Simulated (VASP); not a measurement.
# TiAl (Pm-3m) in VASP: notebook

TiAl is run at these levels: PBE; tasks: single point.

Program: VASP 6.6.1. These are calculated values, not measurements. Logs are shortened: lines on timing, memory, paths and dates and some standing lists are left out, and cuts for length are marked.

## 1. The cell of the first run

Symmetry: Pm-3m, No. 221, cubic system. The conventional cell has a = 3.154 Å, b = 3.154 Å, c = 3.154 Å, α = 90.00°, β = 90.00°, γ = 90.00°. Ti (site symmetry m-3m) has 8 Al at 2.73 Å and 6 Ti at 3.15 Å within 3.6 Å. Al (site symmetry m-3m) has 8 Ti at 2.73 Å and 6 Al at 3.15 Å within 3.6 Å.

## 2. Single point, PBE (volume scaled by 0.97)

Input file INCAR:

```
PREC     = Accurate       # precision mode
ENCUT    = 520            # plane-wave cutoff, eV
EDIFF    = 1E-6           # SCF threshold, eV
ISMEAR   = 0              # smearing method
SIGMA    = 0.1            # smearing width, eV
LREAL    = F              # projectors in reciprocal space
LASPH    = T              # aspherical terms in the spheres
NELM     = 60             # most SCF steps
ALGO     = Normal         # electronic algorithm
ISIF     = 2              # what is computed and relaxed
LWAVE    = F              # write WAVECAR
LCHARG   = F              # write CHGCAR
GGA      = PE             # functional
NBANDS   = 14             # bands
```

Input file KPOINTS:

```
Automatic mesh
0
Gamma
  14 14 14
```

Input file POSCAR:

```
TiAl
1.0
    3.1541165965      0.0000000000      0.0000000000
    0.0000000000      3.1541165965      0.0000000000
    0.0000000000      0.0000000000      3.1541165965
Ti Al
1 1
Direct
    0.5000000000      0.5000000000      0.5000000000
    0.0000000000      0.0000000000      0.0000000000
```

Potentials or basis: VASP PAW PBE potentials, release 64 (Ti_sv, Al).

Started as:

```console
cat potpaw_PBE.64/Ti_sv/POTCAR potpaw_PBE.64/Al/POTCAR > POTCAR
mpirun -np 1 vasp_std > vasp.out
```

OUTCAR:

```text
PREC = Accurate
   ENCUT = 520
   EDIFF = 1E-6
   ISMEAR = 0
   LREAL = F
   LASPH = T
   NELM = 60
   ISIF = 2
   GGA = PE

 ion  position               nearest neighbor table
   1  0.500  0.500  0.500-   2 2.73   2 2.73   2 2.73   2 2.73   2 2.73   2 2.73   2 2.73   2 2.73

   2  0.000  0.000  0.000-   1 2.73   1 2.73   1 2.73   1 2.73   1 2.73   1 2.73   1 2.73   1 2.73

  LATTYP: Found a simple cubic cell.
 ALAT       =     3.1541165965

  Lattice vectors:

 A1 = (   3.1541165965,   0.0000000000,   0.0000000000)
 A2 = (   0.0000000000,   3.1541165965,   0.0000000000)
 A3 = (   0.0000000000,   0.0000000000,   3.1541165965)

Analysis of symmetry for initial positions (statically):
=====================================================================
 Subroutine PRICEL returns:
 Original cell was already a primitive cell.

 Routine SETGRP: Setting up the symmetry group for a
 simple cubic supercell.

 Subroutine GETGRP returns: Found 48 space group operations
 (whereof 48 operations were pure point group operations)
 out of a pool of 48 trial point group operations.

The static configuration has the point symmetry O_h .

Analysis of symmetry for dynamics (positions and initial velocities):
=====================================================================
 Subroutine PRICEL returns:
 Original cell was already a primitive cell.

 Routine SETGRP: Setting up the symmetry group for a
 simple cubic supercell.

 Subroutine GETGRP returns: Found 48 space group operations
 (whereof 48 operations were pure point group operations)
 out of a pool of 48 trial point group operations.

The dynamic configuration has the point symmetry O_h .

 Subroutine INISYM returns: Found 48 space group operations
 (whereof 48 operations are pure point group operations),
 and found     1 'primitive' translations

----------------------------------------------------------------------------------------

                                     Primitive cell

  volume of cell :      31.3786

  direct lattice vectors                    reciprocal lattice vectors
     3.154116597  0.000000000  0.000000000     0.317045984  0.000000000  0.000000000
     0.000000000  3.154116597  0.000000000     0.000000000  0.317045984  0.000000000
     0.000000000  0.000000000  3.154116597     0.000000000  0.000000000  0.317045984

  length of vectors
     3.154116597  3.154116597  3.154116597     0.317045984  0.317045984  0.317045984

  position of ions in fractional coordinates (direct lattice)
     0.500000000  0.500000000  0.500000000
     0.000000000  0.000000000  0.000000000

  ion indices of the primitive-cell ions
   primitive index   ion index
                 1           1
                 2           2

----------------------------------------------------------------------------------------

 KPOINTS: Automatic mesh

Automatic generation of k-mesh.
 Grid dimensions read from file:
 generate k-points for:   14   14   14

 Generating k-lattice:

  Cartesian coordinates                     Fractional coordinates (reciprocal lattice)
     0.022646142  0.000000000  0.000000000     0.071428571  0.000000000  0.000000000
     0.000000000  0.022646142  0.000000000     0.000000000  0.071428571  0.000000000
     0.000000000  0.000000000  0.022646142     0.000000000  0.000000000  0.071428571

  Length of vectors
     0.022646142  0.022646142  0.022646142

  Shift w.r.t. Gamma in fractional coordinates (k-lattice)
     0.000000000  0.000000000  0.000000000

 Subroutine IBZKPT returns following result:
 ===========================================

 Found    120 irreducible k-points:

 Following reciprocal coordinates:
            Coordinates               Weight
  0.000000  0.000000  0.000000      1.000000
  0.071429  0.000000  0.000000      6.000000
  0.142857  0.000000  0.000000      6.000000
  0.214286  0.000000  0.000000      6.000000
  0.285714  0.000000  0.000000      6.000000
  0.357143  0.000000  0.000000      6.000000
[... 16 lines left out ...]
  0.285714  0.214286  0.000000     24.000000
  0.357143  0.214286  0.000000     24.000000
 [... further k-points ...]
   k-points           NKPTS =    120   k-points in BZ     NKDIM =    120   number of bands    NBANDS=     14
   number of dos      NEDOS =    301   number of ions     NIONS =      2
   total plane-waves  NPLWV =  13824
   dimension x,y,z NGX =    24 NGY =   24 NGZ =   24
   dimension x,y,z NGXF=    48 NGYF=   48 NGZF=   48
   ions per type =               1   1
   NGX,Y,Z   is equivalent  to a cutoff of  12.65, 12.65, 12.65 a.u.
   NGXF,Y,Z  is equivalent  to a cutoff of  25.30, 25.30, 25.30 a.u.
 SYSTEM =  unknown system
   PREC   = accura    normal or accurate (medium, high low for compatibility)
   ISTART =      0    job   : 0-new  1-cont  2-samecut
   ICHARG =      2    charge: 1-file 2-atom 10-const
   ISPIN  =      1    spin polarized calculation?
   LNONCOLLINEAR =      F non collinear calculations
   LSORBIT =      F    spin-orbit coupling
   LASPH  =      T    aspherical Exc in radial PAW
   ENCUT  =  520.0 eV  38.22 Ry    6.18 a.u.   5.86  5.86  5.86*2*pi/ulx,y,z
   NELM   =     60;   NELMIN=  2; NELMDL= -5     # of ELM steps
   EDIFF  = 0.1E-05   stopping-criterion for ELM
   LREAL  =      F    real-space projection
   EDIFFG = 0.1E-04   stopping-criterion for IOM
   NSW    =      0    number of steps for IOM
   IBRION =     -1    ionic relax: 0-MD 1-quasi-New 2-CG
   NFREE  =      0    steps in history (QN), initial steepest desc. (CG)
   ISIF   =      2    stress and relaxation
   ISYM   =      2    0-nonsym 1-usesym 2-fastsym
   POTIM  = 0.5000    time-step for ionic-motion
   TEBEG  =    0.0;   TEEND  =   0.0 temperature during run
   PSTRESS=    0.0 pullay stress
   NELECT =      15.0000    total number of electrons
   NUPDOWN=      -1.0000    fix difference up-down
   EMIN   =  10.00;   EMAX   =-10.00  energy-range for DOS
   EFERMI =   0.00;   METHOD = LEGACY
   ISMEAR =     0;   SIGMA  =   0.10  broadening in eV -4-tet -1-fermi 0-gaus
   EFERMI_NEDOS =   21; number of points for ismear=-14 and -15
   IALGO  =     38    algorithm
   IMIX   =      4    mixing-type and parameters
     AMIX     =   0.40;   BMIX     =  1.00
     AMIX_MAG =   1.60;   BMIX_MAG =  1.00
  volume/ion in A,a.u.               =      15.69       105.88
  Fermi-wavevector in a.u.,A,eV,Ry     =   1.280052  2.418947 22.293586  1.638532
  Thomas-Fermi vector in A             =   2.412502
   LORBIT       =      0    0 simple, 1 ext, 2 COOP (PROOUT), +10 PAW based schemes
   GGA     = PE    functional components
   LHFCALC =     F    Hartree Fock is set to
   AEXX    =    0.0000 exact exchange contribution
   IVDW    =     0    specifies the selected vdW correction
   LEPSILON=     F    determine dielectric tensor
   LRPA    =     F    only Hartree local field effects (RPA)
 non-spin polarized calculation
 Gauss-broadening in eV      SIGMA  =   0.10
  energy-cutoff  :      520.00
  volume of cell :       31.38
 maximum number of plane-waves:       876
 NGX is ok and might be reduce to    24
   NGX = 11   NGY = 11   NGZ = 11

 number of electron      14.9999993 magnetization

 Free energy of the ion-electron system (eV)
  ---------------------------------------------------
  ext. energy  EPLUGINS =         0.00000000
  ---------------------------------------------------
  free energy    TOTEN  =       -12.10551262 eV

  energy without entropy =      -12.09357624  energy(sigma->0) =      -12.09954443

 E-fermi :   9.0392     XC(G=0): -11.1885

 val. band max:        9.0378359755   @ k =   0.5000   0.2143   0.2143
 cond. band min:       9.0445284402   @ k =   0.3571   0.1429   0.1429
 fundamental gap:      0.0066924647
 Fermi energy:         9.0392305372

 k-point     1 :       0.0000    0.0000    0.0000
  band No.  band energies     occupation
      1     -47.8203      2.00000
      2     -24.0197      2.00000
      3     -24.0197      2.00000
      4     -24.0197      2.00000
      5      -0.3536      2.00000
      6       7.5330      2.00000
      7       7.5330      2.00000
      8      10.8885      0.00000
      9      10.8885      0.00000
     10      10.8885      0.00000
     11      13.5567      0.00000
     12      13.5567      0.00000
     13      13.5567      0.00000
     14      17.9584      0.00000

 k-point     2 :       0.0714    0.0000    0.0000
  band No.  band energies     occupation
      1     -47.8195      2.00000
      2     -24.0290      2.00000
      3     -24.0189      2.00000
      4     -24.0189      2.00000
      5      -0.2704      2.00000
      6       7.4930      2.00000
      7       7.5708      2.00000
      8      10.7413      0.00000
      9      10.7413      0.00000
     10      10.8987      0.00000
     11      13.2042      0.00000
     12      13.7639      0.00000
     13      13.7639      0.00000
     14      17.8436      0.00000

 k-point     3 :       0.1429    0.0000    0.0000
  band No.  band energies     occupation
      1     -47.8172      2.00000
      2     -24.0552      2.00000
      3     -24.0166      2.00000
      4     -24.0166      2.00000
      5      -0.0235      2.00000
      6       7.3257      2.00000
      7       7.6801      2.00000
      8      10.4029      0.00000
      9      10.4029      0.00000
     10      10.9272      0.00000
     11      12.5234      0.00000
     12      14.2845      0.00000
     13      14.2845      0.00000
     14      17.5196      0.00000

 k-point     4 :       0.2143    0.0000    0.0000
  band No.  band energies     occupation
      1     -47.8139      2.00000
      2     -24.0928      2.00000
      3     -24.0133      2.00000
      4     -24.0133      2.00000
      5       0.3800      2.00000
      6       6.9223      2.00000
      7       7.8476      2.00000
      8      10.0209      0.00000
      9      10.0209      0.00000
     10      10.9690      0.00000
     11      12.0016      0.00000
     12      14.9787      0.00000
     13      14.9787      0.00000
     14      17.0466      0.00000

 k-point     5 :       0.2857    0.0000    0.0000
  band No.  band energies     occupation
      1     -47.8102      2.00000
      2     -24.1343      2.00000
      3     -24.0096      2.00000
      4     -24.0096      2.00000
      5       0.9286      2.00000
      6       6.2337      2.00000
      7       8.0491      2.00000
      8       9.6771      0.00000
      9       9.6771      0.00000
     10      11.0161      0.00000
     11      11.8194      0.00000
[... 276 lines left out ...]
 k-point    22 :       0.2143    0.2143    0.0000
  band No.  band energies     occupation
      1     -47.8076      2.00000
      2     -24.0876      2.00000
      3     -24.0820      2.00000
      4     -24.0069      2.00000
      5       1.0654      2.00000
      6       7.2801      2.00000
      7       7.3252      2.00000
      8       9.2670      0.00127
      9       9.9992      0.00000
     10      10.4283      0.00000
     11      12.4285      0.00000
     12      13.4638      0.00000
     13      16.1022      0.00000
     14      17.4574      0.00000

 k-point    23 :       0.2857    0.2143    0.0000
  band No.  band energies     occupation
      1     -47.8040      2.00000
      2     -24.1255      2.00000
      3     -24.0800      2.00000
      4     -24.0032      2.00000
      5       1.5722      2.00000
      6       6.6384      2.00000
      7       7.5509      2.00000
      8       9.1222      0.24079
      9       9.8062      0.00000
     10      10.3909      0.00000
     11      12.1732      0.00000
     12      13.7402      0.00000
     13      16.7429      0.00000
     14      17.1293      0.00000

 k-point    24 :       0.3571    0.2143    0.0000
  band No.  band energies     occupation
      1     -47.8007      2.00000
      2     -24.1617      2.00000
      3     -24.0760      2.00000
      4     -23.9999      2.00000
      5       2.1860      2.00000
      6       5.8166      2.00000
      7       7.8326      2.00000
      8       8.9751      1.63552
      9       9.5905      0.00000
     10      10.4336      0.00000
     11      12.0311      0.00000
     12      14.2130      0.00000
     13      16.6552      0.00000
     14      17.4084      0.00000

 [... further k-points ...]

------------------------ aborting loop because EDIFF is reached ----------------------------------------

  FORCE on cell =-STRESS in cart. coord.  units (eV):
  Direction    XX          YY          ZZ          XY          YZ          ZX
  --------------------------------------------------------------------------------------
  -------------------------------------------------------------------------------------
  Total        0.6947589      0.6947589      0.6947589      0.0000000      0.0000000     -0.0000000
  in kB       35.4741093     35.4741093     35.4741093      0.0000000      0.0000000     -0.0000000
  external PRESSURE =      35.4741093 kB  Pullay stress =       0.0000000 kB

 VOLUME and BASIS-vectors are now :
 -----------------------------------------------------------------------------
  energy-cutoff  :      520.00
  volume of cell :       31.38
      direct lattice vectors                 reciprocal lattice vectors
     3.154116597  0.000000000  0.000000000     0.317045984  0.000000000  0.000000000
     0.000000000  3.154116597  0.000000000     0.000000000  0.317045984  0.000000000
     0.000000000  0.000000000  3.154116597     0.000000000  0.000000000  0.317045984

 POSITION                                       TOTAL-FORCE (eV/Angst)
 -----------------------------------------------------------------------------------
      1.57706      1.57706      1.57706         0.000000      0.000000      0.000000
      0.00000      0.00000      0.00000         0.000000      0.000000      0.000000
 -----------------------------------------------------------------------------------
    total drift:                                0.000000     -0.000000     -0.000000

  FREE ENERGIE OF THE ION-ELECTRON SYSTEM (eV)
  ---------------------------------------------------
  free  energy   TOTEN  =       -12.1055126170 eV

  energy  without entropy=      -12.0935762391  energy(sigma->0) =      -12.09954443
```

Run time: 58 s. Hardware: 1 thread of AMD EPYC 7R13, shared host; peak memory 0.15 GiB.

What came out:

```
Free energy : -12.1055 eV
Pressure    : 3.5 GPa
```

Levels at points of the mesh, in eV from the Fermi level:
| k point | band 3 | band 4 | band 5 | band 6 | band 7 | band 8 | band 9 | band 10 | band 11 | band 12 |
| --- | --- | --- | --- | --- | --- | --- | --- | --- | --- | --- |
| (0.00, 0.00, 0.00) | -33.06 | -33.06 | -9.39 | -1.51 | -1.51 | 1.85 | 1.85 | 1.85 | 4.52 | 4.52 |
| (0.50, 0.00, 0.00) | -33.04 | -33.04 | -6.09 | -5.27 | -0.59 | 0.15 | 0.15 | 2.06 | 3.07 | 6.52 |
| (0.50, 0.50, 0.00) | -33.22 | -33.03 | -5.09 | -2.13 | -2.13 | -1.51 | 0.71 | 0.71 | 2.81 | 4.84 |
| (0.50, 0.50, 0.50) | -33.20 | -33.20 | -3.18 | -3.18 | -3.18 | 0.76 | 2.87 | 2.87 | 2.97 | 2.97 |

(Part 1 of 2 ends here.)
